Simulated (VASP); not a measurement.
**Rh: single point with PBEsol**

The system is Rh.

```
Rh
1.0
     2.58119    0.00000    0.00000
    -1.29059    2.23537    0.00000
     0.00000    0.00000    4.50218
Rh
2
Direct
  0.66667 0.33333 0.75000
  0.33333 0.66667 0.25000
```

This cell differs from its parent crystal: strain -0.040 along x and y, +0.040 along z.

```json
{
 "Program": "VASP 6.6.1",
 "Task": "single point",
 "Functional": "PBEsol",
 "Potentials or basis": "VASP PAW PBE potentials, release 64 (Rh_pv)",
 "Cutoff": "520 eV",
 "k mesh": "24 × 24 × 14",
 "Occupations": "gaussian, width 0.15 eV",
 "Spin": "no spin polarisation",
 "Dipole correction": "no",
 "Further INCAR settings": "ALGO = Fast; EDIFF = 1e-06; NBANDS = 22"
}
```

```yaml
Pressure: 15.6 GPa
Band_gap_on_the_k_mesh: zero (bands 15 and 16 overlap by 2.97 eV)
```

Stress tensor (GPa, compression positive):
```
24.82  0.00  0.00
 0.00 24.82  0.00
 0.00  0.00 -2.79
```

Levels at points of the mesh, in eV from the Fermi level:
```tsv
k point	band 11	band 12	band 13	band 14	band 15	band 16	band 17	band 18	band 19	band 20
(0.00, 0.00, 0.00)	-3.27	-2.84	-2.84	-1.46	-1.46	-0.11	0.28	0.28	8.11	16.32
(0.50, 0.00, 0.00)	-2.99	-2.65	-2.04	0.53	0.96	1.17	3.43	5.69	10.57	10.81
(0.00, 0.00, 0.50)	-3.26	-3.26	-3.26	-3.26	-0.33	-0.33	-0.33	-0.33	14.19	14.19
(0.50, 0.00, 0.50)	-1.50	-1.50	-0.29	-0.29	1.08	1.08	2.86	2.86	10.17	10.17
```

Run time: 2.4 min on 1 thread of AMD EPYC 9R45 96-Core Processor (Zen 5) (shared host), peak memory 0.28 GiB.

Caveat: the cell differs from its parent crystal (strain -0.040 along x and y, +0.040 along z); the cell stands under pressure; the PAW data sets were made with another functional, which shifts forces and pressure a little.
